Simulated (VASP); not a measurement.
# GaSi16 (a cell with a defect) in VASP: single point with PBE

Aim: the single point of GaSi16 (a cell with a defect) with PBE.

All numbers are computed with VASP 6.6.1; they aren't measurements. Logs are shortened: lines on timing, memory, paths and dates and some standing lists are left out, and cuts for length are marked.

## (1) The cell of the first run

The cell holds a defect, 17 atoms: a = 7.679 Å, b = 7.679 Å, c = 7.679 Å, α = 60.00°, β = 60.00°, γ = 60.00°.

## (2) Single point, PBE, collinear spin

INCAR

```
SYSTEM = GaSi16
PREC     = Accurate       ! precision mode
ENCUT    = 400            ! plane-wave cutoff, eV
EDIFF    = 1E-6           ! SCF threshold, eV
ISMEAR   = -1             ! smearing method
SIGMA    = 0.05           ! smearing width, eV
LREAL    = .False.        ! projectors in reciprocal space
LASPH    = .True.         ! aspherical terms in the spheres
NELM     = 200            ! most SCF steps
ALGO     = Normal         ! electronic algorithm
ISIF     = 2              ! what is computed and relaxed
LWAVE    = .False.        ! write WAVECAR
LCHARG   = .False.        ! write CHGCAR
ISPIN    = 2              ! spin polarisation
MAGMOM   = 0 0 0 0 0 0 0 0 0 0 0 0 0 0 0 0 1 ! initial moments
LORBIT   = 11             ! projections on sites
GGA      = PE             ! functional
NBANDS   = 56             ! bands
GGA_COMPAT= .False.
```

KPOINTS

```
Automatic mesh
0
Gamma
  2 2 2
  0 0 0
```

POSCAR

```
GaSi16
1.0
    0.0000000000      5.4300000000      5.4300000000
    5.4300000000      0.0000000000      5.4300000000
    5.4300000000      5.4300000000      0.0000000000
Si Ga
16 1
Direct
    0.0001635404      0.0002385470     -0.0022530766
    0.1235244679      0.1235871107      0.1333030098
    0.0000268562      0.0000763121      0.5155513609
    0.1205708590      0.1206560777      0.6360306752
   -0.0074168103      0.4967875924      0.0121838916
    0.1238567049      0.6179666384      0.1329834705
    0.0007009140      0.4822839940      0.5154072520
    0.1239432723      0.6178844080      0.6389597011
    0.4967248686     -0.0073568554      0.0121735089
    0.6178912861      0.1239316651      0.1329717984
    0.4821998935      0.0007724183      0.5153983654
    0.6178290255      0.1239967946      0.6389520978
    0.4971154330      0.4971915747      0.0118910579
    0.6210303896      0.6210902976      0.1356530348
    0.4972813051      0.4973326060      0.5071599420
    0.6181170631      0.6181823250      0.6387383667
    0.8703205311      0.8704162938      0.3863726437
```

Potentials or basis: VASP PAW PBE potentials, release 64 (Si, Ga_d).

Run with:

```console
cat potpaw_PBE.64/Si/POTCAR potpaw_PBE.64/Ga_d/POTCAR > POTCAR
mpirun -np 1 vasp_std > vasp.out
```

OUTCAR:

```text
SYSTEM = GaSi16
   PREC = Accurate
   ENCUT = 400
   EDIFF = 1E-6
   ISMEAR = -1
   LREAL = .False.
   LASPH = .True.
   NELM = 200
   ISIF = 2
   ISPIN = 2
   LORBIT = 11
   GGA = PE

 ion  position               nearest neighbor table
   1  0.000  0.000  0.998-   4 2.27   6 2.40  10 2.40   2 2.40  17 2.44
   2  0.124  0.124  0.133-   9 2.34   5 2.34   3 2.40   1 2.40  17 2.75
   3  0.000  0.000  0.516-   4 2.27   8 2.40  12 2.40   2 2.40  17 2.44
   4  0.121  0.121  0.636-   3 2.27   7 2.27  11 2.27   1 2.27
   5  0.993  0.497  0.012-  14 2.33   2 2.34   8 2.34   6 2.34
   6  0.124  0.618  0.133-   5 2.34  13 2.34   1 2.40   7 2.40  17 2.75
   7  0.001  0.482  0.515-   4 2.27   8 2.40   6 2.40  16 2.40  17 2.43
   8  0.124  0.618  0.639-   5 2.34  15 2.34   3 2.40   7 2.40  17 2.75
   9  0.497  0.993  0.012-  14 2.33   2 2.34  12 2.34  10 2.34
  10  0.618  0.124  0.133-   9 2.34  13 2.34   1 2.40  11 2.40  17 2.75
  11  0.482  0.001  0.515-   4 2.27  12 2.40  10 2.40  16 2.40  17 2.43
  12  0.618  0.124  0.639-   9 2.34  15 2.34   3 2.40  11 2.40  17 2.75
  13  0.497  0.497  0.012-  14 2.33  16 2.34   6 2.34  10 2.34
  14  0.621  0.621  0.136-  15 2.33   5 2.33   9 2.33  13 2.33
  15  0.497  0.497  0.507-  14 2.33  16 2.34  12 2.34   8 2.34
  16  0.618  0.618  0.639-  13 2.34  15 2.34   7 2.40  11 2.40  17 2.74
  17  0.870  0.870  0.386-  11 2.43   7 2.43   3 2.44   1 2.44  16 2.74  10 2.75   6 2.75  12 2.75
                             8 2.75   2 2.75

  LATTYP: Found a face centered cubic cell.
 ALAT       =    10.8600000000

  Lattice vectors:

 A1 = (   0.0000000000,   5.4300000000,   5.4300000000)
 A2 = (   5.4300000000,   0.0000000000,   5.4300000000)
 A3 = (   5.4300000000,   5.4300000000,   0.0000000000)

Analysis of symmetry for initial positions (statically):
=====================================================================
 Subroutine PRICEL returns:
 Original cell was already a primitive cell.

 Routine SETGRP: Setting up the symmetry group for a
 face centered cubic supercell.

 Subroutine GETGRP returns: Found  1 space group operations
 (whereof  1 operations were pure point group operations)
 out of a pool of 48 trial point group operations.

The static configuration has the point symmetry C_1 .

Analysis of symmetry for dynamics (positions and initial velocities):
=====================================================================
 Subroutine PRICEL returns:
 Original cell was already a primitive cell.

 Routine SETGRP: Setting up the symmetry group for a
 face centered cubic supercell.

 Subroutine GETGRP returns: Found  1 space group operations
 (whereof  1 operations were pure point group operations)
 out of a pool of 48 trial point group operations.

The dynamic configuration has the point symmetry C_1 .

Analysis of structural, dynamic, and magnetic symmetry:
[... 170 lines left out ...]

  energy without entropy =      -85.63162903  energy(sigma->0) =      -85.64947107

 E-fermi :   6.8715     XC(G=0):  -9.7296

 val. band max:        6.7128342550   @ k =   0.0000   0.0000   0.0000
 cond. band min:       6.8842027959   @ k =   0.0000   0.0000   0.0000
 fundamental gap:      0.1713685409
 Fermi energy:         6.8714619671

 spin component 1

 k-point     1 :       0.0000    0.0000    0.0000
  band No.  band energies     occupation
      1      -8.6721      1.00000
      2      -8.6720      1.00000
      3      -8.6713      1.00000
      4      -8.6523      1.00000
      5      -8.6520      1.00000
      6      -6.1593      1.00000
[... 413 lines left out ...]
     49      10.3100      0.00000
     50      10.4835      0.00000
 Fermi energy:         6.8714619671

 spin component 2

 k-point     1 :       0.0000    0.0000    0.0000
  band No.  band energies     occupation
      1      -8.6717      1.00000
      2      -8.6716      1.00000
      3      -8.6709      1.00000
      4      -8.6519      1.00000
      5      -8.6516      1.00000
      6      -6.1593      1.00000
[... 413 lines left out ...]
     49      10.3100      0.00000
     50      10.4835      0.00000
 [bands above 50 left out]

------------------------ aborting loop because EDIFF is reached ----------------------------------------

  FORCE on cell =-STRESS in cart. coord.  units (eV):
  Direction    XX          YY          ZZ          XY          YZ          ZX
  --------------------------------------------------------------------------------------
  -------------------------------------------------------------------------------------
  Total       12.5101580     12.5093136     12.5363530     -0.0279116      0.0002043     -0.0004142
  in kB       62.5956125     62.5913875     62.7266815     -0.1396579      0.0010222     -0.0020726
  external PRESSURE =      62.6378938 kB  Pullay stress =       0.0000000 kB

 VOLUME and BASIS-vectors are now :
 -----------------------------------------------------------------------------
  energy-cutoff  :      400.00
  volume of cell :      320.21
      direct lattice vectors                 reciprocal lattice vectors
     0.000000000  5.430000000  5.430000000    -0.092081031  0.092081031  0.092081031
     5.430000000  0.000000000  5.430000000     0.092081031 -0.092081031  0.092081031
     5.430000000  5.430000000  0.000000000     0.092081031  0.092081031 -0.092081031

 POSITION                                       TOTAL-FORCE (eV/Angst)
 -----------------------------------------------------------------------------------
      5.41906      5.41865      0.00218        -0.004026     -0.003896      0.008937
      1.39491      1.39457      1.34182        -0.000566     -0.000577      0.003208
      2.79986      2.79959      0.00056         0.002432      0.002269      0.009795
      4.10881      4.10835      1.30986         0.005518      0.005717      0.000734
      2.76372      5.45589      8.08728         0.007960     -0.007264      0.000158
      4.07766      1.39464      4.02810        -0.004905      0.003228     -0.002610
[... 9 lines left out ...]
      6.82508      6.82472      6.71311        -0.004989     -0.005242     -0.006471
      6.82436      6.82384      9.45220        -0.000963     -0.000597      0.014371
 -----------------------------------------------------------------------------------
    total drift:                                0.000103      0.000119      0.000263

  FREE ENERGIE OF THE ION-ELECTRON SYSTEM (eV)
  ---------------------------------------------------
  free  energy   TOTEN  =       -85.6673131030 eV

  energy  without entropy=      -85.6316290310  energy(sigma->0) =      -85.64947107

 total charge

# of ion       s       p       d       tot
------------------------------------------
    1        0.757   0.942   0.000   1.699
    2        0.746   0.930   0.000   1.676
    3        0.757   0.943   0.000   1.700
    4        0.758   1.005   0.000   1.763
    5        0.746   0.956   0.000   1.701
    6        0.746   0.930   0.000   1.675
[... 9 lines left out ...]
   16        0.746   0.930   0.000   1.675
   17        1.085   0.719  10.057  11.861
--------------------------------------------------
tot         13.063  15.863  10.057  38.983

 magnetization (x)

# of ion       s       p       d       tot
------------------------------------------
    1       -0.000  -0.000   0.000  -0.000
    2       -0.000  -0.000   0.000  -0.000
    3        0.000  -0.000   0.000  -0.000
    4       -0.000   0.000   0.000   0.000
    5        0.000   0.000   0.000   0.000
    6       -0.000  -0.000   0.000  -0.000
[... 9 lines left out ...]
   16       -0.000  -0.000   0.000  -0.000
   17        0.000   0.000   0.000   0.000
--------------------------------------------------
tot          0.000   0.000   0.000   0.000
```

OSZICAR:

```text
N       E                     dE             d eps       ncg     rms          rms(c)
DAV:   1     0.289387266554E+03    0.28939E+03   -0.25402E+04  1792   0.104E+03
DAV:   2    -0.471968487937E+02   -0.33658E+03   -0.30929E+03  2040   0.220E+02
DAV:   3    -0.853469038516E+02   -0.38150E+02   -0.36380E+02  2160   0.767E+01
DAV:   4    -0.870644893532E+02   -0.17176E+01   -0.16868E+01  2360   0.162E+01
DAV:   5    -0.871169986929E+02   -0.52509E-01   -0.52169E-01  2360   0.270E+00    0.156E+01
DAV:   6    -0.860888126636E+02    0.10282E+01   -0.85271E-01  2432   0.559E+00    0.899E+00
DAV:   7    -0.856729016377E+02    0.41591E+00   -0.70959E-01  2288   0.357E+00    0.440E+00
DAV:   8    -0.856606827246E+02    0.12219E-01   -0.22046E-01  2200   0.198E+00    0.623E-01
DAV:   9    -0.856650206549E+02   -0.43379E-02   -0.18693E-02  2352   0.598E-01    0.342E-01
DAV:  10    -0.856664424844E+02   -0.14218E-02   -0.43498E-03  2192   0.268E-01    0.158E-01
DAV:  11    -0.856670966605E+02   -0.65418E-03   -0.94829E-04  2272   0.136E-01    0.828E-02
DAV:  12    -0.856672826668E+02   -0.18601E-03   -0.23528E-04  2328   0.716E-02    0.369E-02
DAV:  13    -0.856673127818E+02   -0.30115E-04   -0.56940E-05  2152   0.362E-02    0.965E-03
DAV:  14    -0.856673131030E+02   -0.32121E-06   -0.55351E-06  2272   0.111E-02
   1 F= -.85667313E+02 E0= -.85649471E+02  d E =-.356841E-01  mag=    -0.0001
```

It took 7.4 min on 1 thread of Oxide Virtual Turin-like, shared host; peak memory 0.46 GiB.

What came out:

```
Free energy                                           : -85.6673 eV
Pressure                                              : 6.3 GPa
Largest force                                         : 0.014 eV/Å
Net moment                                            : 0.00 μB per cell
Valence electrons inside the program's atomic spheres : Si 1.70, 1.68, 1.76, 1.71 (each value once); Ga 11.86
```

Forces on the atoms (eV/Å):
```
Si  -0.004 -0.004  0.009
Si  -0.001 -0.001  0.003
Si   0.002  0.002  0.010
Si   0.006  0.006  0.001
Si   0.008 -0.007  0.000
Si  -0.005  0.003 -0.003
Si  -0.006  0.005 -0.010
Si  -0.009  0.005  0.001
Si  -0.007  0.008  0.000
Si   0.003 -0.005 -0.003
Si   0.006 -0.006 -0.010
Si   0.004 -0.009  0.001
Si   0.008  0.008  0.001
Si   0.000  0.000 -0.002
Si   0.000  0.000 -0.007
Si  -0.005 -0.005 -0.006
Ga  -0.001 -0.001  0.014
```

Levels at points of the mesh, in eV from the Fermi level:
Spin up:
| k point | band 35 | band 36 | band 37 | band 38 | band 39 | band 40 | band 41 | band 42 |
| --- | --- | --- | --- | --- | --- | --- | --- | --- |
| (0.00, 0.00, 0.00) | -1.76 | -0.71 | -0.71 | -0.71 | -0.16 | -0.16 | -0.16 | 0.01 |
| (0.50, 0.00, 0.00) | -1.47 | -1.44 | -1.44 | -1.10 | 0.14 | 0.62 | 0.62 | 0.88 |
| (0.00, 0.50, 0.00) | -1.47 | -1.44 | -1.44 | -1.10 | 0.14 | 0.62 | 0.62 | 0.88 |
| (0.00, 0.00, 0.50) | -1.47 | -1.44 | -1.44 | -1.10 | 0.14 | 0.62 | 0.62 | 0.88 |
| (0.50, 0.50, 0.50) | -1.47 | -1.44 | -1.44 | -1.10 | 0.14 | 0.62 | 0.62 | 0.88 |
| (0.50, 0.50, 0.00) | -2.07 | -1.97 | -1.91 | -0.64 | 0.28 | 1.13 | 1.24 | 1.35 |
| (0.00, 0.50, 0.50) | -2.06 | -1.97 | -1.91 | -0.64 | 0.28 | 1.13 | 1.24 | 1.35 |
| (0.50, 0.00, 0.50) | -2.06 | -1.97 | -1.91 | -0.64 | 0.28 | 1.13 | 1.24 | 1.35 |
Spin down:
| k point | band 35 | band 36 | band 37 | band 38 | band 39 | band 40 | band 41 | band 42 |
| --- | --- | --- | --- | --- | --- | --- | --- | --- |
| (0.00, 0.00, 0.00) | -1.76 | -0.71 | -0.71 | -0.71 | -0.16 | -0.16 | -0.16 | 0.01 |
| (0.50, 0.00, 0.00) | -1.47 | -1.44 | -1.44 | -1.10 | 0.14 | 0.62 | 0.62 | 0.88 |
| (0.00, 0.50, 0.00) | -1.47 | -1.44 | -1.44 | -1.10 | 0.14 | 0.62 | 0.62 | 0.88 |
| (0.00, 0.00, 0.50) | -1.47 | -1.44 | -1.44 | -1.10 | 0.14 | 0.62 | 0.62 | 0.88 |
| (0.50, 0.50, 0.50) | -1.47 | -1.44 | -1.44 | -1.10 | 0.14 | 0.62 | 0.62 | 0.88 |
| (0.50, 0.50, 0.00) | -2.07 | -1.97 | -1.91 | -0.64 | 0.28 | 1.13 | 1.24 | 1.35 |
| (0.00, 0.50, 0.50) | -2.06 | -1.97 | -1.91 | -0.64 | 0.28 | 1.13 | 1.24 | 1.35 |
| (0.50, 0.00, 0.50) | -2.06 | -1.97 | -1.91 | -0.64 | 0.28 | 1.13 | 1.24 | 1.35 |

Caveat: the k points lie up to 0.50 Å⁻¹ apart.
